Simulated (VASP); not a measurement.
Crystal: BAs5.

```xyz
6
Lattice="0.0000 3.8569 3.8569 3.8569 0.0000 3.8569 3.8569 3.8569 0.0000" Properties=species:S:1:pos:R:3 pbc="T T T"
B     5.7853    5.7853    5.7853
As    2.8939    2.8939    0.9630
As    0.9630    2.8939    2.8939
As    0.9630    0.9630    0.9630
As    2.8939    0.9630    2.8939
As    3.8569    3.8569    3.8569
```

The cell was built from a structure type or drawn by symmetry, and may not be a known phase.

```yaml
Program: VASP 6.6.1
Task: relaxation of cell and atoms
Functional: PBE
Potentials_or_basis: VASP PAW PBE potentials, release 64 (B, As)
Cutoff: 600 eV
k_mesh: 8 × 8 × 8
Occupations: gaussian, width 0.1 eV
Spin: no spin polarisation
```

At the start: pressure 1.4 GPa; volume 19.12 Å³/atom.

How do energy, volume and symmetry change on relaxing?

Over 6 steps the energy falls by 2.4 meV/atom and the volume is 19.53 Å³/atom (+2.1 %); space group F-43m (No. 216, to 0.1 Å) before and after.

The path:
```csv
step,energy change (eV),largest force (eV/Å),pressure (GPa),volume (Å³)
1,0.0000,0.1176,1.38,114.75
2,-0.0108,0.0871,-0.35,117.50
3,-0.0111,0.0902,-0.12,117.10
4,-0.0126,0.0690,-0.07,117.05
5,-0.0146,0.0018,0.10,116.88
6,-0.0146,0.0002,-0.08,117.19
```

Final structure:
```
B As
1.0
     0.00000    3.88408    3.88408
     3.88408    0.00000    3.88408
     3.88408    3.88408    0.00000
B As
1 5
Cartesian
  5.8261 5.8261 5.8261
  2.9284 2.9284 0.9556
  0.9556 2.9284 2.9284
  0.9556 0.9556 0.9556
  2.9284 0.9556 2.9284
  3.8841 3.8841 3.8841
```
